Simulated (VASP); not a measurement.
A run of VASP 6.6.1 is set up as follows.

File INCAR:

```
PREC = Accurate
ENCUT = 750
EDIFF = 1E-6
ISMEAR = -1
SIGMA = 0.05
LREAL = False
LASPH = True
NELM = 120
ALGO = Normal
ISIF = 2
LWAVE = False
LCHARG = False
GGA = CA
NBANDS = 13
GGA_COMPAT = False
```

The input KPOINTS:

```
regular mesh
0
Gamma
  7 7 7
```

The input POSCAR:

```
Li2Se
1.0
    0.0000000000      3.0025000000      3.0025000000
    3.0025000000      0.0000000000      3.0025000000
    3.0025000000      3.0025000000      0.0000000000
Se Li
1 2
Direct
    0.0000000000      0.0000000000      0.0000000000
    0.7500000000      0.7500000000      0.7500000000
    0.2500000000      0.2500000000      0.2500000000
```

Potentials or basis: VASP PAW LDA potentials, release 64 (Se, Li_sv).

Command:

```console
$ cat potpaw_LDA.64/Se/POTCAR potpaw_LDA.64/Li_sv/POTCAR > POTCAR
$ mpirun -np 1 vasp_std > vasp.out
```

**Question.** Estimate the pressure.

**Answer.** -2.6 GPa.

**Question.** Predict the band gap on the k mesh.

**Answer.** 2.94 eV (least direct gap 3.21 eV).

Caveat: an odd mesh through Γ misses points on the zone boundary, where band edges can lie. As with any semilocal functional, this LDA gap is likely too small.
